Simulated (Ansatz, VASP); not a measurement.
**Ti2TeSe: VASP beside Ansatz**

```xyz
4
Lattice="3.5266 0.0000 0.0000 -1.7633 3.0542 0.0000 0.0000 0.0000 7.0600" Properties=species:S:1:pos:R:3 pbc="T T T"
Ti    0.0000    2.0361    1.9990
Ti    1.7633    1.0181    5.0610
Te    0.0000    0.0000    0.0000
Se    0.0000    0.0000    3.5300
```

Alike in both runs: task electric field gradients; functional PBEsol; k mesh 15 × 15 × 6; occupations fermi-dirac, width 0.15 eV; no spin polarisation.

|  | VASP | Ansatz |
| --- | --- | --- |
| version | VASP 6.6.1 | Ansatz 0.2.0 |
| potentials or method | VASP PAW PBE potentials, release 64 (Ti_sv, Te, Se), cutoff 520 eV | scalar-relativistic, plane waves, PAW |
| valence electrons in the cell | 36 | 56 |

```tsv
	VASP	Ansatz	Ansatz less VASP
gap on the k mesh at the Fermi level (eV)	none	none	-
pressure (GPa)	0.2	0.0	-0.22
rms of the force components (eV/Å)	0.003	0.000	-0.0030
size of Vzz on the site where it differs most (V/Å²)	28.1	35.9	+7.79
```

VASP's potentials were made for PBE, not for PBEsol. Atom by atom the forces differ by 0.003 eV/Å (rms over components). A gap of «none» marks a metal or a gap that the smearing closes. VASP's potentials hold 36 valence electrons a cell and Ansatz's 56, so a difference there can come from the potentials and not from the codes.

Spin-orbit coupling is off throughout.
